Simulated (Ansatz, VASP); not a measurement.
## One calculation of C, two programs

File INCAR:

```
PREC = Accurate
ENCUT = 520
EDIFF = 1E-7
ISMEAR = 0
SIGMA = 0.15
LREAL = F
LASPH = T
NELM = 100
ALGO = Normal
ISIF = 2
LWAVE = F
LCHARG = F
GGA = PS
IVDW = 12
NBANDS = 11
```

File KPOINTS:

```
regular mesh
0
Gamma
  21 21 12
```

The input POSCAR:

```
C
1.0
    2.3962167908      0.0000000000      0.0000000000
   -1.1981083954      2.0751846138      0.0000000000
    0.0000000000      0.0000000000      3.4412451853
C
2
Direct
    0.3474284648      0.6948569296      0.0000000000
    0.6525715352      0.3051430704      0.0000000000
```

Input for Ansatz:

```yaml
crystal:
  lattice:
    - [2.3962167908, 0.0, 0.0]
    - [-1.1981083954, 2.0751846138, 0.0]
    - [0.0, 0.0, 3.4412451853]
  atoms:
    - { symbol: C, position: [0.3474284648, 0.6948569296, 0.0] }
    - { symbol: C, position: [0.6525715352, 0.3051430704, 0.0] }
basis:
  ecutwfc: 520.0
kpoints:
  mp_grid: { grid: [21, 21, 12] }
hamiltonian:
  xc: pbesol
  pseudopotentials: { kind: paw, azcp: { folder: soft_1 } }
  dispersion: d3bj
scf:
  occupations: { method: gaussian, width: 0.15 }
output:
  forces: true
  stress: true
  eigenvalues: true
```

Change from the starting cell: mode 6 frozen in at +0.060 Å, equal normal strain along x, y and z -0.0250.

Alike in both runs: task single point; functional PBEsol; dispersion D3(BJ); k mesh 21 × 21 × 12; occupations gaussian, width 0.15 eV; no spin polarisation.

|  | VASP | Ansatz |
| --- | --- | --- |
| version | VASP 6.6.1 | Ansatz 0.2.0 |
| potentials or method | VASP PAW PBE potentials, release 64 (C), cutoff 520 eV | scalar-relativistic, plane waves, PAW |
| valence electrons in the cell | 8 | 8 |

Ansatz gave:

| Quantity | Value |
| --- | --- |
| gap on the k mesh at the Fermi level (eV) | none |
| pressure (GPa) | 32.9 |
| traceless stress, the component that is largest in VASP (GPa) | 40.97 |
| rms of the force components (eV/Å) | 5.183 |

Problem. What did VASP give for the same quantities?

Solution. gap on the k mesh at the Fermi level (eV): none; pressure (GPa): 33.7; traceless stress, the component that is largest in VASP (GPa): 41.76; rms of the force components (eV/Å): 5.201.

VASP's potentials were made for PBE, not for PBEsol, and Ansatz warns of the same on its side. Atom by atom the forces differ by 0.018 eV/Å (rms over components). A gap of «none» marks a metal or a gap that the smearing closes. Both programs put the cell under a high pressure, so it lies far from rest at this level.
